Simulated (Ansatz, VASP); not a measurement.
**One calculation of Ge, two programs**

INCAR

```
PREC = Accurate ; ENCUT = 520
EDIFF = 1E-6 ; ISMEAR = 0
SIGMA = 0.15 ; LREAL = F
LASPH = T ; NELM = 100
ALGO = Normal ; ISIF = 2
LWAVE = F ; LCHARG = F
GGA = PS ; IVDW = 12
NBANDS = 21
```

The input KPOINTS:

```
Automatic mesh
0
Gamma
  20 20 12
```

Contents of POSCAR:

```
Ge
1.0
    1.5708886528     -2.7391286946      0.0000000000
    1.5708886528      2.7391286946      0.0000000000
    0.0000000000      0.0000000000      4.2421526066
Ge
2
Direct
    0.6665533700      0.3334466300      0.2500000000
    0.3334466300      0.6665533700      0.7500000000
```

Input for Ansatz:

```yaml
crystal:
  lattice:
    - [1.5708886528, -2.7391286946, 0.0]
    - [1.5708886528, 2.7391286946, 0.0]
    - [0.0, 0.0, 4.2421526066]
  atoms:
    - { symbol: Ge, position: [0.66655337, 0.33344663, 0.25] }
    - { symbol: Ge, position: [0.33344663, 0.66655337, 0.75] }
basis:
  ecutwfc: 420
kpoints:
  mp_grid: { grid: [20, 20, 12] }
hamiltonian:
  xc: pbesol
  dispersion: d3bj
scf:
  occupations: { method: gaussian, width: 0.15 }
output:
  forces: true
  stress: true
  eigenvalues: true
```

Alike in both runs: task single point; functional PBEsol; dispersion D3(BJ); k mesh 20 × 20 × 12; occupations gaussian, width 0.15 eV; no spin polarisation.

|  | VASP | Ansatz |
| --- | --- | --- |
| version | VASP 6.6.1 | Ansatz 0.2.0 |
| potentials or method | VASP PAW PBE potentials, release 64 (Ge_d), cutoff 520 eV | scalar-relativistic, plane waves, PAW |
| valence electrons in the cell | 28 | 28 |

|  | VASP | Ansatz | Ansatz less VASP |
| --- | --- | --- | --- |
| gap on the k mesh at the Fermi level (eV) | none | none | - |
| pressure (GPa) | -1.1 | -1.1 | -0.05 |
| traceless stress, the component that is largest in VASP (GPa) | 2.46 | 2.47 | +0.011 |
| rms of the force components (eV/Å) | 0.006 | 0.006 | 0.0000 |

VASP's potentials were made for PBE, not for PBEsol. Atom by atom the forces differ by 0.000 eV/Å (rms over components). A gap of «none» marks a metal or a gap that the smearing closes.
